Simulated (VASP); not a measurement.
Wanted: the native input for a VASP 6.6.1 run.

| Item | Value |
| --- | --- |
| Task | single point |
| Functional | PBE |
| Potentials or basis | VASP PAW PBE potentials, release 64 (Sn_d, O) |
| Cutoff | 520 eV |
| k mesh | 10 × 10 × 8 |
| Occupations | gaussian, width 0.01 eV |
| Spin | no spin polarisation |
| Dipole correction | no |
| Further INCAR settings | ALGO = Normal; EDIFF = 1e-07; NBANDS = 28 |

The structure of SnO lies in POSCAR:

```
SnO
1.0
    3.8682628323      0.0000000000      0.0000000000
    0.0000000000      3.8682628323      0.0000000000
    0.0000000000      0.0000000000      5.0662402388
Sn O
2 2
Direct
    0.0000000000      0.5000000000      0.2287756773
    0.5000000000      0.0000000000      0.7712243227
    0.5000000000      0.5000000000      0.0000000000
    0.0000000000      0.0000000000      0.0000000000
```

The input as run:

INCAR

```
SYSTEM = SnO
PREC = Accurate
ENCUT = 520
EDIFF = 1E-7
ISMEAR = 0
SIGMA = 0.01
LREAL = .False.
LASPH = .True.
NELM = 100
ALGO = Normal
ISIF = 2
LWAVE = .False.
LCHARG = .False.
GGA = PE
NBANDS = 28
```

KPOINTS

```
regular mesh
0
Gamma
  10 10 8
  0 0 0
```

Potentials or basis: VASP PAW PBE potentials, release 64 (Sn_d, O).

Launch:

```sh
$ cat potpaw_PBE.64/Sn_d/POTCAR potpaw_PBE.64/O/POTCAR > POTCAR
$ mpirun -np 1 vasp_std > vasp.out
```

It gave:

```yaml
Pressure: 0.2 GPa
Largest_force: 0.077 eV/Å
Band_gap_on_the_k_mesh: 0.51 eV (least direct gap 1.91 eV)
```

Caveat: spin-orbit coupling is left out, which moves the levels of the heavy elements.

It took 3.8 min on 1 thread of AMD EPYC 7R13 Processor (Zen 3), with other jobs on the host, peak memory 0.27 GiB.
